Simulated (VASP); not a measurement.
# BaTiO3 (Amm2) in VASP: further runs

BaTiO3 is run at these levels: PBE; tasks: relaxation of shape and atoms at fixed volume, single point.

Everything below comes from runs of VASP 6.6.1. Logs are shortened: lines on timing, memory, paths and dates and some standing lists are left out, and cuts for length are marked.

### 1 The cell of the first run

It takes space group Amm2 (No. 38, orthorhombic). The conventional cell has a = 4.007 Å, b = 5.914 Å, c = 5.990 Å, α = 90.00°, β = 90.00°, γ = 90.00°. Ba (site symmetry mm2) has 12 O at 2.81 to 3.18 Å and 8 Ti at 3.52 to 3.69 Å within 3.7 Å. Within 2.5 Å of Ti (site symmetry mm2) lie 6 O at 1.85 to 2.37 Å. Within 2.7 Å of O (site symmetry mm2) lie 2 Ti at 2.02 Å. O (site symmetry m) has 2 Ti at 1.85 to 2.37 Å within 2.5 Å.

### 2 Relaxation of shape and atoms at fixed volume, PBE (14.20 Å³/atom)

INCAR

```
SYSTEM = BaTiO3
PREC = Accurate ; ENCUT = 600
EDIFF = 1E-7 ; ISMEAR = 0
SIGMA = 0.02 ; LREAL = .FALSE.
LASPH = .TRUE. ; NELM = 60
ALGO = Normal ; ISIF = 4
LWAVE = .FALSE. ; LCHARG = .FALSE.
GGA = PE ; IBRION = 2
NSW = 50 ; EDIFFG = -0.01
```

KPOINTS

```
Automatic mesh
0
G
  8 8 8
  0 0 0
```

POSCAR

```
BaTiO3
1.0
    4.0074379265      0.0000000000      0.0000000000
    0.0000000000      2.9571242394      2.9948536549
    0.0000000000     -2.9571242394      2.9948536549
Ba Ti O
1 1 3
Direct
    0.0000000000      0.0153930753      0.0153930753
    0.5000000000      0.5322069318      0.5322069318
    0.0000000000      0.4842630293      0.4842630293
    0.5000000000      0.4934555057      0.9709014579
    0.5000000000      0.9709014579      0.4934555057
```

Potentials or basis: VASP PAW PBE potentials, release 64 (Ba_sv, Ti_sv, O).

Run with:

```sh
$ cat potpaw_PBE.64/Ba_sv/POTCAR potpaw_PBE.64/Ti_sv/POTCAR potpaw_PBE.64/O/POTCAR > POTCAR
$ mpirun -np 1 vasp_std > vasp.out
```

OUTCAR:

```text
SYSTEM = BaTiO3
   PREC = Accurate
   ENCUT = 600
   EDIFF = 1E-7
   ISMEAR = 0
   LREAL = .FALSE.
   LASPH = .TRUE.
   NELM = 60
   ISIF = 4
   GGA = PE
   IBRION = 2
   NSW = 50
   EDIFFG = -0.01

 ion  position               nearest neighbor table
   1  0.000  0.015  0.015-   3 2.81   4 2.84   5 2.84   4 2.84   5 2.84   3 2.96   3 2.96   5 2.98
                             4 2.98   5 2.98   4 2.98   3 3.18   2 3.52   2 3.52   2 3.57   2 3.57
   2  0.500  0.532  0.532-   4 1.85   5 1.85   3 2.02   3 2.02   5 2.37   4 2.37   1 3.52   1 3.52
                             1 3.57   1 3.57   1 3.57   1 3.57   1 3.69   1 3.69
   3  0.000  0.484  0.484-   2 2.02   2 2.02   1 2.81   1 2.96   1 2.96   1 3.18
   4  0.500  0.493  0.971-   2 1.85   2 2.37   1 2.84   1 2.84   1 2.98   1 2.98
   5  0.500  0.971  0.493-   2 1.85   2 2.37   1 2.84   1 2.84   1 2.98   1 2.98

  LATTYP: Found a base centered orthorhombic cell.
 ALAT       =     5.9142484788
 B/A-ratio  =     1.0127588199
 C/A-ratio  =     0.6775903888

  Lattice vectors:

 A1 = (   0.0000000000,   2.9571242394,  -2.9948536549)
 A2 = (   0.0000000000,   2.9571242394,   2.9948536549)
 A3 = (   4.0074379265,   0.0000000000,   0.0000000000)

Analysis of symmetry for initial positions (statically):
=====================================================================
 Subroutine PRICEL returns:
 Original cell was already a primitive cell.

 Routine SETGRP: Setting up the symmetry group for a
 base centered orthorhombic supercell.

 Subroutine GETGRP returns: Found  4 space group operations
 (whereof  4 operations were pure point group operations)
 out of a pool of  8 trial point group operations.

The static configuration has the point symmetry C_2v.

Analysis of symmetry for dynamics (positions and initial velocities):
=====================================================================
 Subroutine PRICEL returns:
 Original cell was already a primitive cell.

 Routine SETGRP: Setting up the symmetry group for a
 base centered orthorhombic supercell.

 Subroutine GETGRP returns: Found  4 space group operations
 (whereof  4 operations were pure point group operations)
 out of a pool of  8 trial point group operations.

The dynamic configuration has the point symmetry C_2v.

 Subroutine INISYM returns: Found  4 space group operations
 (whereof  4 operations are pure point group operations),
 and found     1 'primitive' translations

----------------------------------------------------------------------------------------

                                     Primitive cell

  volume of cell :      70.9810

  direct lattice vectors                    reciprocal lattice vectors
     4.007437926  0.000000000  0.000000000     0.249535992  0.000000000  0.000000000
     0.000000000  2.957124239  2.994853655     0.000000000  0.169083190  0.166953066
     0.000000000 -2.957124239  2.994853655     0.000000000 -0.169083190  0.166953066

  length of vectors
     4.007437926  4.208768488  4.208768488     0.249535992  0.237618289  0.237618289

  position of ions in fractional coordinates (direct lattice)
     0.000000000  0.015393075  0.015393075
     0.500000000  0.532206932  0.532206932
     0.000000000  0.484263029  0.484263029
     0.500000000  0.493455506  0.970901458
     0.500000000  0.970901458  0.493455506

  ion indices of the primitive-cell ions
   primitive index   ion index
                 1           1
                 2           2
                 3           3
                 4           4
                 5           5

----------------------------------------------------------------------------------------

 KPOINTS: Automatic mesh

Automatic generation of k-mesh.
 Grid dimensions read from file:
 generate k-points for:    8    8    8

 Generating k-lattice:

  Cartesian coordinates                     Fractional coordinates (reciprocal lattice)
     0.031191999  0.000000000  0.000000000     0.125000000  0.000000000  0.000000000
     0.000000000  0.021135399  0.020869133     0.000000000  0.125000000  0.000000000
     0.000000000 -0.021135399  0.020869133     0.000000000  0.000000000  0.125000000

  Length of vectors
     0.031191999  0.029702286  0.029702286

  Shift w.r.t. Gamma in fractional coordinates (k-lattice)
     0.000000000  0.000000000  0.000000000

 Subroutine IBZKPT returns following result:
 ===========================================

 Found    105 irreducible k-points:

 Following reciprocal coordinates:
            Coordinates               Weight
  0.000000  0.000000  0.000000      1.000000
  0.125000  0.000000  0.000000      2.000000
  0.250000  0.000000  0.000000      2.000000
  0.375000  0.000000  0.000000      2.000000
  0.500000  0.000000  0.000000      1.000000
  0.000000  0.125000  0.000000      4.000000
[... 16 lines left out ...]
  0.250000  0.500000  0.000000      4.000000
  0.375000  0.500000  0.000000      4.000000
 [... further k-points ...]
   k-points           NKPTS =    105   k-points in BZ     NKDIM =    105   number of bands    NBANDS=     24
   number of dos      NEDOS =    301   number of ions     NIONS =      5
   total plane-waves  NPLWV =  41472
   dimension x,y,z NGX =    32 NGY =   36 NGZ =   36
   dimension x,y,z NGXF=    64 NGYF=   72 NGZF=   72
   ions per type =               1   1   3
   NGX,Y,Z   is equivalent  to a cutoff of  13.27, 14.22, 14.22 a.u.
   NGXF,Y,Z  is equivalent  to a cutoff of  26.55, 28.44, 28.44 a.u.
 SYSTEM =  BaTiO3
   PREC   = accura    normal or accurate (medium, high low for compatibility)
   ISTART =      0    job   : 0-new  1-cont  2-samecut
   ICHARG =      2    charge: 1-file 2-atom 10-const
   ISPIN  =      1    spin polarized calculation?
   LNONCOLLINEAR =      F non collinear calculations
   LSORBIT =      F    spin-orbit coupling
   LASPH  =      T    aspherical Exc in radial PAW
   ENCUT  =  600.0 eV  44.10 Ry    6.64 a.u.   8.00  8.41  8.41*2*pi/ulx,y,z
   NELM   =     60;   NELMIN=  2; NELMDL= -5     # of ELM steps
   EDIFF  = 0.1E-06   stopping-criterion for ELM
   LREAL  =      F    real-space projection
   EDIFFG = -.1E-01   stopping-criterion for IOM
   NSW    =     50    number of steps for IOM
   IBRION =      2    ionic relax: 0-MD 1-quasi-New 2-CG
   NFREE  =      1    steps in history (QN), initial steepest desc. (CG)
   ISIF   =      4    stress and relaxation
   ISYM   =      2    0-nonsym 1-usesym 2-fastsym
   POTIM  = 0.5000    time-step for ionic-motion
   TEBEG  =    0.0;   TEEND  =   0.0 temperature during run
   PSTRESS=    0.0 pullay stress
   NELECT =      40.0000    total number of electrons
   NUPDOWN=      -1.0000    fix difference up-down
   EMIN   =  10.00;   EMAX   =-10.00  energy-range for DOS
   EFERMI =   0.00;   METHOD = LEGACY
   ISMEAR =     0;   SIGMA  =   0.02  broadening in eV -4-tet -1-fermi 0-gaus
   EFERMI_NEDOS =   21; number of points for ismear=-14 and -15
   IALGO  =     38    algorithm
   IMIX   =      4    mixing-type and parameters
     AMIX     =   0.40;   BMIX     =  1.00
     AMIX_MAG =   1.60;   BMIX_MAG =  1.00
  volume/ion in A,a.u.               =      14.20        95.80
  Fermi-wavevector in a.u.,A,eV,Ry     =   1.352220  2.555326 24.878255  1.828500
  Thomas-Fermi vector in A             =   2.479577
   LORBIT       =      0    0 simple, 1 ext, 2 COOP (PROOUT), +10 PAW based schemes
   GGA     = PE    functional components
   LHFCALC =     F    Hartree Fock is set to
   AEXX    =    0.0000 exact exchange contribution
   IVDW    =     0    specifies the selected vdW correction
   LEPSILON=     F    determine dielectric tensor
   LRPA    =     F    only Hartree local field effects (RPA)
 conjugate gradient relaxation of ions
 non-spin polarized calculation
 Gauss-broadening in eV      SIGMA  =   0.02
  energy-cutoff  :      600.00
  volume of cell :       70.98
 maximum number of plane-waves:      2393
   NGX = 17   NGY = 17   NGZ = 17

--------------------------------------- Ionic step        1  -------------------------------------------

 number of electron      40.0000001 magnetization

 Free energy of the ion-electron system (eV)
  ---------------------------------------------------
  ext. energy  EPLUGINS =         0.00000000
  ---------------------------------------------------
  free energy    TOTEN  =       -40.02481729 eV

  energy without entropy =      -40.02481729  energy(sigma->0) =      -40.02481729

------------------------ aborting loop because EDIFF is reached ----------------------------------------

  FORCE on cell =-STRESS in cart. coord.  units (eV):
  Direction    XX          YY          ZZ          XY          YZ          ZX
  --------------------------------------------------------------------------------------
  -------------------------------------------------------------------------------------
  Total       -2.2374099     -2.2380589     -2.0602854      0.0000000      0.0000000      0.0000000
  in kB      -50.5026491    -50.5172981    -46.5046087      0.0000000      0.0000000      0.0000000
  external PRESSURE =     -49.1748520 kB  Pullay stress =       0.0000000 kB
[... 98 lines left out ...]
  FREE ENERGIE OF THE ION-ELECTRON SYSTEM (eV)
  ---------------------------------------------------
  free  energy   TOTEN  =       -40.0298668964 eV

  energy  without entropy=      -40.0298668964  energy(sigma->0) =      -40.02986690

[... ionic steps 4 to 9 ...]

--------------------------------------- Ionic step       10  -------------------------------------------

 number of electron      39.9999992 magnetization

------------------------ aborting loop because EDIFF is reached ----------------------------------------
[... 73 lines left out ...]
--------------------------------------- Ionic step       12  -------------------------------------------

 number of electron      39.9999992 magnetization

 Free energy of the ion-electron system (eV)
  ---------------------------------------------------
  ext. energy  EPLUGINS =         0.00000000
  ---------------------------------------------------
  free energy    TOTEN  =       -40.03249727 eV

  energy without entropy =      -40.03249727  energy(sigma->0) =      -40.03249727

 E-fermi :   3.1989     XC(G=0): -10.6793

 val. band max:        3.0792651264   @ k =   0.5000   0.5000   0.5000
 cond. band min:       5.6783138817   @ k =   0.0000   0.0000   0.0000
 fundamental gap:      2.5990487553
 Fermi energy:         3.1989302593

 k-point     1 :       0.0000    0.0000    0.0000
  band No.  band energies     occupation
      1     -53.2585      2.00000
      2     -29.5674      2.00000
      3     -29.5579      2.00000
      4     -29.4343      2.00000
      5     -22.1139      2.00000
      6     -13.5680      2.00000
[... 637 lines left out ...]
     23       7.0220      0.00000
     24       7.6088      0.00000

 [... further k-points ...]

------------------------ aborting loop because EDIFF is reached ----------------------------------------

  FORCE on cell =-STRESS in cart. coord.  units (eV):
  Direction    XX          YY          ZZ          XY          YZ          ZX
  --------------------------------------------------------------------------------------
  -------------------------------------------------------------------------------------
  Total       -1.4863121     -1.4832571     -1.5066244      0.0000000      0.0000000      0.0000000
  in kB      -33.5489269    -33.4799694    -34.0074130      0.0000000      0.0000000      0.0000000
  external PRESSURE =     -33.6787698 kB  Pullay stress =       0.0000000 kB
[... 20 lines left out ...]
  FREE ENERGIE OF THE ION-ELECTRON SYSTEM (eV)
  ---------------------------------------------------
  free  energy   TOTEN  =       -40.0324972738 eV

  energy  without entropy=      -40.0324972738  energy(sigma->0) =      -40.03249727

 reached required accuracy - stopping structural energy minimisation
```

It took 20 min on 1 thread of Intel Xeon Platinum 8259CL at 2.50GHz (Skylake/Cascade Lake), shared host; peak memory 0.37 GiB.

What came out:

```yaml
Free_energy: -40.0325 eV
Energy_gained_by_relaxing: 1.5 meV/atom
Ionic_steps: 12
Pressure_after_relaxing: -3.4 GPa
Largest_force_after_relaxing: 0.005 eV/Å
Band_gap_on_the_k_mesh: 2.60 eV (least direct gap 3.27 eV)
```

Forces on the atoms (eV/Å):
```
Ba   0.000  0.000  0.001
Ti   0.000  0.000  0.004
O    0.000  0.000  0.001
O    0.000  0.004 -0.003
O    0.000 -0.004 -0.003
```

Step by step:
```
step  energy change (eV)  largest force (eV/Å)  pressure (GPa)  volume (Å³)
   1              0.0000                0.2722           -4.92        70.98
   2             -0.0050                0.0473           -3.84        70.98
   3             -0.0050                0.0245           -3.91        70.98
   4             -0.0065                0.0291           -3.73        70.98
   5             -0.0070                0.0642           -3.53        70.98
   6             -0.0073                0.0429           -3.50        70.98
   7             -0.0075                0.0266           -3.44        70.98
   8             -0.0076                0.0155           -3.37        70.98
   9             -0.0076                0.0144           -3.35        70.98
  10             -0.0077                0.0147           -3.38        70.98
  11             -0.0077                0.0119           -3.38        70.98
  12             -0.0077                0.0052           -3.37        70.98
```

Final structure:
```yaml
crystal:
  lattice:
    - [3.96736, 0.00000, 0.00000]
    - [0.00000, 2.96704, 3.01500]
    - [0.00000, -2.96704, 3.01500]
  atoms:
    - { symbol: Ba, position: [0.00000, 0.01699, 0.01699] }
    - { symbol: Ti, position: [0.50000, 0.53526, 0.53526] }
    - { symbol: O, position: [0.00000, 0.48258, 0.48258] }
    - { symbol: O, position: [0.50000, 0.49457, 0.96682] }
    - { symbol: O, position: [0.50000, 0.96682, 0.49457] }
```

Caveat: spin-orbit coupling is left out, which moves the levels of the heavy elements.

### 3 Single point, PBE

This run uses another cell than the first one, of 13.39 Å³/atom.

INCAR

```
SYSTEM = BaTiO3
  PREC = Accurate
  ENCUT = 520
  EDIFF = 1E-6
  ISMEAR = 0
  SIGMA = 0.02
  LREAL = .FALSE.
  LASPH = .TRUE.
  NELM = 100
  ALGO = Normal
  ISIF = 2
  LWAVE = .FALSE.
  LCHARG = .FALSE.
  GGA = PE
  NBANDS = 28
```

KPOINTS

```
regular mesh
0
G
  8 8 8
  0 0 0
```

POSCAR

```
BaTiO3
1.0
    3.9723905776      0.0000000000      0.0000000000
    0.0000000000      2.8905577579      2.9158992888
    0.0000000000     -2.8905577579      2.9158992888
Ba Ti O
1 1 3
Direct
    0.0000000000      0.0115969532      0.0115969532
    0.5000000000      0.5278060061      0.5278060061
    0.0000000000      0.4872863766      0.4872863766
    0.5000000000      0.4931620076      0.9763686565
    0.5000000000      0.9763686565      0.4931620076
```

Potentials or basis: VASP PAW PBE potentials, release 64 (Ba_sv, Ti_sv, O).

Run with:

```sh
$ cat potpaw_PBE.64/Ba_sv/POTCAR potpaw_PBE.64/Ti_sv/POTCAR potpaw_PBE.64/O/POTCAR > POTCAR
$ mpirun -np 1 vasp_std > vasp.out
```

OUTCAR:

```text
SYSTEM = BaTiO3
   PREC = Accurate
   ENCUT = 520
   EDIFF = 1E-6
   ISMEAR = 0
   LREAL = .FALSE.
   LASPH = .TRUE.
   NELM = 100
   ISIF = 2
   GGA = PE

 ion  position               nearest neighbor table
   1  0.000  0.012  0.012-   3 2.77   4 2.81   5 2.81   4 2.81   5 2.81   3 2.89   3 2.89   5 2.92
                             4 2.92   5 2.92   4 2.92   3 3.06   2 3.45   2 3.45   2 3.51   2 3.51
   2  0.500  0.528  0.528-   4 1.85   5 1.85   3 2.00   3 2.00   5 2.27   4 2.27   1 3.45   1 3.45
                             1 3.51   1 3.51   1 3.51   1 3.51   1 3.61   1 3.61
   3  0.000  0.487  0.487-   2 2.00   2 2.00   1 2.77   1 2.89   1 2.89   1 3.06
   4  0.500  0.493  0.976-   2 1.85   2 2.27   1 2.81   1 2.81   1 2.92   1 2.92
   5  0.500  0.976  0.493-   2 1.85   2 2.27   1 2.81   1 2.81   1 2.92   1 2.92

  LATTYP: Found a base centered orthorhombic cell.
 ALAT       =     5.7811155158
 B/A-ratio  =     1.0087670038
 C/A-ratio  =     0.6871321922

  Lattice vectors:

 A1 = (   0.0000000000,   2.8905577579,  -2.9158992888)
 A2 = (   0.0000000000,   2.8905577579,   2.9158992888)
 A3 = (   3.9723905776,   0.0000000000,   0.0000000000)

[... 184 lines left out ...]
 cond. band min:       5.8497946602   @ k =   0.0000   0.0000   0.0000
 fundamental gap:      2.3480230332
 Fermi energy:         3.7675374067

 k-point     1 :       0.0000    0.0000    0.0000
  band No.  band energies     occupation
      1     -52.8741      2.00000
      2     -29.1564      2.00000
      3     -29.1548      2.00000
      4     -29.0706      2.00000
      5     -21.4813      2.00000
      6     -13.2825      2.00000
[... 733 lines left out ...]
     27      11.3602      0.00000
     28      12.6620      0.00000

 [... further k-points ...]

------------------------ aborting loop because EDIFF is reached ----------------------------------------

  FORCE on cell =-STRESS in cart. coord.  units (eV):
  Direction    XX          YY          ZZ          XY          YZ          ZX
  --------------------------------------------------------------------------------------
  -------------------------------------------------------------------------------------
  Total        0.6417166      0.6840026      0.6565736      0.0000000      0.0000000      0.0000000
  in kB       15.3538653     16.3656106     15.7093391      0.0000000      0.0000000      0.0000000
  external PRESSURE =      15.8096050 kB  Pullay stress =       0.0000000 kB

 VOLUME and BASIS-vectors are now :
 -----------------------------------------------------------------------------
  energy-cutoff  :      520.00
  volume of cell :       66.96
      direct lattice vectors                 reciprocal lattice vectors
     3.972390578  0.000000000  0.000000000     0.251737582  0.000000000  0.000000000
     0.000000000  2.890557758  2.915899289     0.000000000  0.172976997  0.171473686
     0.000000000 -2.890557758  2.915899289     0.000000000 -0.172976997  0.171473686

 POSITION                                       TOTAL-FORCE (eV/Angst)
 -----------------------------------------------------------------------------------
      0.00000      0.00000      0.06763         0.000000      0.000000     -0.046386
      1.98620      0.00000      3.07806         0.000000      0.000000     -0.090611
      0.00000      0.00000      2.84176         0.000000      0.000000      0.020373
      1.98620     -1.39674      4.28500         0.000000     -0.034861      0.058312
      1.98620      1.39674      4.28500         0.000000      0.034861      0.058312
 -----------------------------------------------------------------------------------
    total drift:                                0.000000      0.000000      0.000158

  FREE ENERGIE OF THE ION-ELECTRON SYSTEM (eV)
  ---------------------------------------------------
  free  energy   TOTEN  =       -40.0525569482 eV

  energy  without entropy=      -40.0525569482  energy(sigma->0) =      -40.05255695
```

Run time: 1.8 min. Hardware: 1 thread of AMD EPYC 9R45 (Zen 5), shared host; peak memory 0.29 GiB.

What came out:

```yaml
Free_energy: -40.0526 eV
Pressure: 1.6 GPa
Largest_force: 0.091 eV/Å
Band_gap_on_the_k_mesh: 2.35 eV (least direct gap 2.89 eV)
```

Forces in eV/Å, atoms in the order of the input:
```
Ba   0.000  0.000 -0.046
Ti   0.000  0.000 -0.091
O    0.000  0.000  0.020
O    0.000 -0.035  0.058
O    0.000  0.035  0.058
```

Caveat: spin-orbit coupling is left out, which moves the levels of the heavy elements.
